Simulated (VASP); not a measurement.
# Pt (Pm-3m) in VASP: further runs

Pt is run at these levels: PBEsol; tasks: single point, relaxation of cell and atoms.

Everything below comes from runs of VASP 6.6.1. Logs are shortened: lines on timing, memory, paths and dates and some standing lists are left out, and cuts for length are marked.

### Step 1. The cell of the first run

The structure is cubic, space group Pm-3m (No. 221). Conventional cell: a = 2.523 Å, b = 2.523 Å, c = 2.523 Å, α = 90.00°, β = 90.00°, γ = 90.00°. Within 3.3 Å of Pt (site symmetry m-3m) lie 6 Pt at 2.52 Å.

### Step 2. Single point, PBEsol

INCAR

```
  PREC = Accurate
  ENCUT = 520
  EDIFF = 1E-6
  ISMEAR = 1
  SIGMA = 0.05
  LREAL = False
  LASPH = True
  NELM = 60
  ALGO = Normal
  ISIF = 2
  LWAVE = False
  LCHARG = False
  GGA = PS
  NBANDS = 11
```

KPOINTS

```
regular mesh
0
Gamma
  9 9 9
```

POSCAR

```
Pt
1.0
    2.5226152416      0.0000000000      0.0000000000
    0.0000000000      2.5226152416      0.0000000000
    0.0000000000      0.0000000000      2.5226152416
Pt
1
Direct
    0.0000000000      0.0000000000      0.0000000000
```

Potentials or basis: VASP PAW PBE potentials, release 64 (Pt).

Started as:

```console
cat potpaw_PBE.64/Pt/POTCAR > POTCAR
mpirun -np 1 vasp_std > vasp.out
```

OUTCAR:

```text
PREC = Accurate
   ENCUT = 520
   EDIFF = 1E-6
   ISMEAR = 1
   LREAL = False
   LASPH = True
   NELM = 60
   ISIF = 2
   GGA = PS

 ion  position               nearest neighbor table
   1  0.000  0.000  0.000-

  LATTYP: Found a simple cubic cell.
 ALAT       =     2.5226152416

  Lattice vectors:

 A1 = (   2.5226152416,   0.0000000000,   0.0000000000)
 A2 = (   0.0000000000,   2.5226152416,   0.0000000000)
 A3 = (   0.0000000000,   0.0000000000,   2.5226152416)

Analysis of symmetry for initial positions (statically):
=====================================================================
 Subroutine PRICEL returns:
 Original cell was already a primitive cell.

 Routine SETGRP: Setting up the symmetry group for a
 simple cubic supercell.

 Subroutine GETGRP returns: Found 48 space group operations
 (whereof 48 operations were pure point group operations)
 out of a pool of 48 trial point group operations.

The static configuration has the point symmetry O_h .

Analysis of symmetry for dynamics (positions and initial velocities):
=====================================================================
 Subroutine PRICEL returns:
 Original cell was already a primitive cell.

 Routine SETGRP: Setting up the symmetry group for a
 simple cubic supercell.

 Subroutine GETGRP returns: Found 48 space group operations
 (whereof 48 operations were pure point group operations)
 out of a pool of 48 trial point group operations.

The dynamic configuration has the point symmetry O_h .

 Subroutine INISYM returns: Found 48 space group operations
 (whereof 48 operations are pure point group operations),
 and found     1 'primitive' translations

----------------------------------------------------------------------------------------

                                     Primitive cell

  volume of cell :      16.0529

  direct lattice vectors                    reciprocal lattice vectors
     2.522615242  0.000000000  0.000000000     0.396414001  0.000000000  0.000000000
     0.000000000  2.522615242  0.000000000     0.000000000  0.396414001  0.000000000
     0.000000000  0.000000000  2.522615242     0.000000000  0.000000000  0.396414001

  length of vectors
     2.522615242  2.522615242  2.522615242     0.396414001  0.396414001  0.396414001

  position of ions in fractional coordinates (direct lattice)
     0.000000000  0.000000000  0.000000000

  ion indices of the primitive-cell ions
   primitive index   ion index
                 1           1

----------------------------------------------------------------------------------------

 KPOINTS: regular mesh

Automatic generation of k-mesh.
 Grid dimensions read from file:
 generate k-points for:    9    9    9

 Generating k-lattice:

  Cartesian coordinates                     Fractional coordinates (reciprocal lattice)
     0.044046000  0.000000000  0.000000000     0.111111111  0.000000000  0.000000000
     0.000000000  0.044046000  0.000000000     0.000000000  0.111111111  0.000000000
     0.000000000  0.000000000  0.044046000     0.000000000  0.000000000  0.111111111

  Length of vectors
     0.044046000  0.044046000  0.044046000

  Shift w.r.t. Gamma in fractional coordinates (k-lattice)
     0.000000000  0.000000000  0.000000000

 Subroutine IBZKPT returns following result:
 ===========================================

 Found     35 irreducible k-points:

 Following reciprocal coordinates:
            Coordinates               Weight
  0.000000  0.000000  0.000000      1.000000
  0.111111  0.000000  0.000000      6.000000
  0.222222  0.000000  0.000000      6.000000
  0.333333  0.000000  0.000000      6.000000
  0.444444  0.000000  0.000000      6.000000
  0.111111  0.111111  0.000000     12.000000
[... 16 lines left out ...]
  0.333333  0.333333  0.111111     24.000000
  0.444444  0.333333  0.111111     48.000000
 [... further k-points ...]
   k-points           NKPTS =     35   k-points in BZ     NKDIM =     35   number of bands    NBANDS=     11
   number of dos      NEDOS =    301   number of ions     NIONS =      1
   total plane-waves  NPLWV =   8000
   dimension x,y,z NGX =    20 NGY =   20 NGZ =   20
   dimension x,y,z NGXF=    40 NGYF=   40 NGZF=   40
   ions per type =               1
   NGX,Y,Z   is equivalent  to a cutoff of  13.18, 13.18, 13.18 a.u.
   NGXF,Y,Z  is equivalent  to a cutoff of  26.36, 26.36, 26.36 a.u.
 SYSTEM =  unknown system
   PREC   = accura    normal or accurate (medium, high low for compatibility)
   ISTART =      0    job   : 0-new  1-cont  2-samecut
   ICHARG =      2    charge: 1-file 2-atom 10-const
   ISPIN  =      1    spin polarized calculation?
   LNONCOLLINEAR =      F non collinear calculations
   LSORBIT =      F    spin-orbit coupling
   LASPH  =      T    aspherical Exc in radial PAW
   ENCUT  =  520.0 eV  38.22 Ry    6.18 a.u.   4.69  4.69  4.69*2*pi/ulx,y,z
   NELM   =     60;   NELMIN=  2; NELMDL= -5     # of ELM steps
   EDIFF  = 0.1E-05   stopping-criterion for ELM
   LREAL  =      F    real-space projection
   EDIFFG = 0.1E-04   stopping-criterion for IOM
   NSW    =      0    number of steps for IOM
   IBRION =     -1    ionic relax: 0-MD 1-quasi-New 2-CG
   NFREE  =      0    steps in history (QN), initial steepest desc. (CG)
   ISIF   =      2    stress and relaxation
   ISYM   =      2    0-nonsym 1-usesym 2-fastsym
   POTIM  = 0.5000    time-step for ionic-motion
   TEBEG  =    0.0;   TEEND  =   0.0 temperature during run
   PSTRESS=    0.0 pullay stress
   NELECT =      10.0000    total number of electrons
   NUPDOWN=      -1.0000    fix difference up-down
   EMIN   =  10.00;   EMAX   =-10.00  energy-range for DOS
   EFERMI =   0.00;   METHOD = LEGACY
   ISMEAR =     1;   SIGMA  =   0.05  broadening in eV -4-tet -1-fermi 0-gaus
   EFERMI_NEDOS =   21; number of points for ismear=-14 and -15
   IALGO  =     38    algorithm
   IMIX   =      4    mixing-type and parameters
     AMIX     =   0.40;   BMIX     =  1.00
     AMIX_MAG =   1.60;   BMIX_MAG =  1.00
  volume/ion in A,a.u.               =      16.05       108.33
  Fermi-wavevector in a.u.,A,eV,Ry     =   1.398161  2.642141 26.597402  1.954854
  Thomas-Fermi vector in A             =   2.521346
   LORBIT       =      0    0 simple, 1 ext, 2 COOP (PROOUT), +10 PAW based schemes
   GGA     = PS    functional components
   LHFCALC =     F    Hartree Fock is set to
   AEXX    =    0.0000 exact exchange contribution
   IVDW    =     0    specifies the selected vdW correction
   LEPSILON=     F    determine dielectric tensor
   LRPA    =     F    only Hartree local field effects (RPA)
 non-spin polarized calculation
 Methfessel and Paxton  Order N= 1 SIGMA  =   0.05
  energy-cutoff  :      520.00
  volume of cell :       16.05
 maximum number of plane-waves:       449
 NGX is ok and might be reduce to    20
   NGX =  9   NGY =  9   NGZ =  9

 number of electron      10.0000002 magnetization

 Free energy of the ion-electron system (eV)
  ---------------------------------------------------
  ext. energy  EPLUGINS =         0.00000000
  ---------------------------------------------------
  free energy    TOTEN  =        -6.33971254 eV

  energy without entropy =       -6.33944609  energy(sigma->0) =       -6.33962372

 E-fermi :   9.8980     XC(G=0): -13.1223

 val. band max:        9.8787102848   @ k =   0.3333   0.1111   0.1111
 cond. band min:       9.9446380350   @ k =   0.4444   0.1111   0.1111
 fundamental gap:      0.0659277502
 Fermi energy:         9.8979737625

 k-point     1 :       0.0000    0.0000    0.0000
  band No.  band energies     occupation
      1       0.4099      2.00000
      2       3.2958      2.00000
      3       3.2958      2.00000
      4      10.3919     -0.00000
      5      10.3919     -0.00000
      6      10.3919     -0.00000
      7      25.7679      0.00000
      8      25.7679      0.00000
      9      25.7679      0.00000
     10      32.0747      0.00000
     11      34.9324      0.00000

 k-point     2 :       0.1111    0.0000    0.0000
  band No.  band energies     occupation
      1       0.7863      2.00000
      2       3.3714      2.00000
      3       3.6717      2.00000
      4      10.0134     -0.00523
      5      10.0134     -0.00523
      6      10.4216     -0.00000
      7      23.6258      0.00000
      8      26.4638      0.00000
      9      26.4638      0.00000
     10      32.6508      0.00000
     11      33.1633      0.00000

 k-point     3 :       0.2222    0.0000    0.0000
  band No.  band energies     occupation
      1       1.6756      2.00000
      2       3.5685      2.00000
      3       4.8701      2.00000
      4       9.1596      2.00000
      5       9.1596      2.00000
      6      10.4977     -0.00000
      7      20.2805      0.00000
      8      28.1935      0.00000
      9      28.1935      0.00000
     10      29.8120      0.00000
     11      33.3184      0.00000

 k-point     4 :       0.3333    0.0000    0.0000
  band No.  band energies     occupation
      1       2.5991      2.00000
      2       3.8039      2.00000
      3       6.7970      2.00000
      4       8.3208      2.00000
      5       8.3208      2.00000
      6      10.5857     -0.00000
      7      17.3846      0.00000
      8      27.6997      0.00000
      9      30.2547      0.00000
     10      30.2547      0.00000
     11      32.1417      0.00000

 k-point     5 :       0.4444    0.0000    0.0000
  band No.  band energies     occupation
      1       3.1944      2.00000
      2       3.9646      2.00000
      3       7.8286      2.00000
      4       7.8286      2.00000
      5       8.5925      2.00000
      6      10.6439     -0.00000
      7      15.4826      0.00000
      8      26.5785      0.00000
      9      30.3919      0.00000
     10      31.8509      0.00000
     11      31.8509      0.00000

 k-point     6 :       0.1111    0.1111    0.0000
  band No.  band energies     occupation
      1       1.1693      2.00000
      2       3.6047      2.00000
      3       3.8804      2.00000
      4       9.6103      2.00000
      5       9.9891     -0.02716
      6      10.1085     -0.00000
      7      23.9293      0.00000
      8      24.5914      0.00000
      9      27.1710      0.00000
     10      32.2342      0.00000
     11      35.2049      0.00000

 k-point     7 :       0.2222    0.1111    0.0000
  band No.  band energies     occupation
      1       2.0562      2.00000
      2       3.8728      2.00000
      3       4.9796      2.00000
      4       8.7491      2.00000
      5       9.1974      2.00000
      6      10.1460     -0.00000
      7      20.8523      0.00000
      8      25.6764      0.00000
      9      28.9364      0.00000
     10      30.2821      0.00000
     11      35.3437      0.00000

 k-point     8 :       0.3333    0.1111    0.0000
  band No.  band energies     occupation
      1       2.9551      2.00000
      2       4.1422      2.00000
      3       6.4354      2.00000
      4       8.3701      2.00000
      5       8.4185      2.00000
      6      10.2441     -0.00000
      7      17.8322      0.00000
      8      26.9756      0.00000
      9      28.6942      0.00000
     10      31.0669      0.00000
     11      33.6719      0.00000
[... 141 lines left out ...]
 k-point    19 :       0.4444    0.1111    0.1111
  band No.  band energies     occupation
      1       4.0466      2.00000
      2       4.5761      2.00000
      3       6.1747      2.00000
      4       7.3079      2.00000
      5       9.9446     -0.03349
      6      10.7638     -0.00000
      7      15.7869      0.00000
      8      27.2230      0.00000
      9      28.6466      0.00000
     10      30.9510      0.00000
     11      31.8622      0.00000

 k-point    20 :       0.2222    0.2222    0.1111
  band No.  band energies     occupation
      1       3.3035      2.00000
      2       4.8439      2.00000
      3       5.6275      2.00000
      4       8.0295      2.00000
      5       8.9191      2.00000
      6       8.9690      2.00000
      7      22.6890      0.00000
      8      22.8032      0.00000
      9      27.6865      0.00000
     10      32.1494      0.00000
     11      36.1461      0.00000

 k-point    21 :       0.3333    0.2222    0.1111
  band No.  band energies     occupation
      1       4.0078      2.00000
      2       5.0771      2.00000
      3       6.3318      2.00000
      4       7.6612      2.00000
      5       8.9792      2.00000
      6       9.3908      2.00000
      7      19.3903      0.00000
      8      24.3621      0.00000
      9      28.5423      0.00000
     10      31.1136      0.00000
     11      34.1492      0.00000

 k-point    22 :       0.4444    0.2222    0.1111
  band No.  band energies     occupation
      1       4.5248      2.00000
      2       4.9814      2.00000
      3       6.2012      2.00000
      4       7.2156      2.00000
      5       9.1506      2.00000
      6      12.0008      0.00000
      7      16.2581      0.00000
      8      26.1543      0.00000
      9      28.1289      0.00000
     10      29.1830      0.00000
     11      33.4516      0.00000

 k-point    23 :       0.3333    0.3333    0.1111
  band No.  band energies     occupation
      1       4.1662      2.00000
      2       4.8132      2.00000
      3       7.6761      2.00000
      4       7.7316      2.00000
      5       8.7691      2.00000
      6      10.2339     -0.00000
      7      19.5779      0.00000
      8      22.3559      0.00000
      9      28.3228      0.00000
     10      30.1792      0.00000
     11      34.4755      0.00000

 k-point    24 :       0.4444    0.3333    0.1111
  band No.  band energies     occupation
      1       3.8619      2.00000
      2       4.9366      2.00000
      3       7.3894      2.00000
      4       7.8461      2.00000
      5       9.3118      2.00000
      6      13.0294      0.00000
      7      16.7598      0.00000
      8      23.5348      0.00000
      9      25.9366      0.00000
     10      30.2260      0.00000
     11      33.6982      0.00000

 [... further k-points ...]
[... 5 lines left out ...]
  --------------------------------------------------------------------------------------
  -------------------------------------------------------------------------------------
  Total        1.9436423      1.9436423      1.9436423     -0.0000000      0.0000000      0.0000000
  in kB      193.9875559    193.9875559    193.9875559     -0.0000000      0.0000000      0.0000000
  external PRESSURE =     193.9875559 kB  Pullay stress =       0.0000000 kB

 VOLUME and BASIS-vectors are now :
 -----------------------------------------------------------------------------
  energy-cutoff  :      520.00
  volume of cell :       16.05
      direct lattice vectors                 reciprocal lattice vectors
     2.522615242  0.000000000  0.000000000     0.396414001  0.000000000  0.000000000
     0.000000000  2.522615242  0.000000000     0.000000000  0.396414001  0.000000000
     0.000000000  0.000000000  2.522615242     0.000000000  0.000000000  0.396414001

 POSITION                                       TOTAL-FORCE (eV/Angst)
 -----------------------------------------------------------------------------------
      0.00000      0.00000      0.00000         0.000000      0.000000      0.000000
 -----------------------------------------------------------------------------------
    total drift:                                0.000000      0.000000      0.000000

  FREE ENERGIE OF THE ION-ELECTRON SYSTEM (eV)
  ---------------------------------------------------
  free  energy   TOTEN  =        -6.3397125402 eV

  energy  without entropy=       -6.3394460898  energy(sigma->0) =       -6.33962372
```

Wall time 5.9 s (1 thread of Intel Xeon Platinum 8488C (Sapphire Rapids), shared host); peak memory 0.13 GiB.

Results:

```yaml
Free_energy: -6.3397 eV
Pressure: 19.4 GPa
Band_gap_on_the_k_mesh: zero (band 5 reaches 11.93 eV, above the bottom of band 6 at 8.72 eV)
```

Caveat: the PAW data sets were made with another functional, which shifts forces and pressure a little; spin-orbit coupling is left out, which moves the levels of the heavy elements.

### Step 3. Relaxation of cell and atoms, PBEsol

This run uses another cell than the first one, of 16.58 Å³/atom, 1.033 times its volume.

INCAR

```
SYSTEM = Pt
ALGO = Normal
EDIFF = 1E-6
EDIFFG = -0.01
ENCUT = 600
GGA = PS
IBRION = 2
ISIF = 3
ISMEAR = 1
LASPH = .True.
LCHARG = .False.
LREAL = .False.
LWAVE = .False.
NELM = 80
NSW = 80
PREC = Accurate
SIGMA = 0.05
```

KPOINTS

```
k-points
0
Gamma
  9 9 9
  0 0 0
```

POSCAR

```
Pt
1.0
    2.5500000000      0.0000000000      0.0000000000
    0.0000000000      2.5500000000      0.0000000000
    0.0000000000      0.0000000000      2.5500000000
Pt
1
Direct
    0.0000000000      0.0000000000      0.0000000000
```

Potentials or basis: VASP PAW PBE potentials, release 64 (Pt).

Started as:

```console
cat potpaw_PBE.64/Pt/POTCAR > POTCAR
mpirun -np 1 vasp_std > vasp.out
```

It took 13 s on 1 thread of Intel Xeon Platinum 8488C (Sapphire Rapids), shared host; peak memory 0.13 GiB.

It converged, with:

* Free energy: -6.4129 eV
* Relaxed volume: 17.34 Å³/atom
* Relaxed cell: a = 2.588 Å, b = 2.588 Å, c = 2.588 Å, α = 90.00°, β = 90.00°, γ = 90.00°
* Space group after relaxing (to 0.05 Å): Pm-3m (No. 221)
* Energy gained by relaxing: 24.4 meV/atom
* Ionic steps: 4
* Pressure after relaxing: 0.0 GPa
* Band gap on the k mesh: zero (band 5 reaches 10.39 eV, above the bottom of band 6 at 7.56 eV)

The path:
```tsv
step	energy change (eV)	largest force (eV/Å)	pressure (GPa)	volume (Å³)
1	0.0000	0.0000	10.54	16.58
2	0.1022	0.0000	-18.09	19.34
3	-0.0243	0.0000	-0.31	17.36
4	-0.0244	0.0000	0.00	17.34
```

Final structure:
```
Pt
1.0
     2.58835    0.00000    0.00000
     0.00000    2.58835    0.00000
     0.00000    0.00000    2.58835
Pt
1
Direct
  0.00000 0.00000 0.00000
```

Levels at points of the mesh, in eV from the Fermi level:
```csv
k point,band 3,band 4,band 5,band 6,band 7,band 8
"(0.00, 0.00, 0.00)",-5.94,0.38,0.38,0.38,15.37,15.37
```

Caveat: the PAW data sets were made with another functional, which shifts forces and pressure a little; spin-orbit coupling is left out, which moves the levels of the heavy elements.
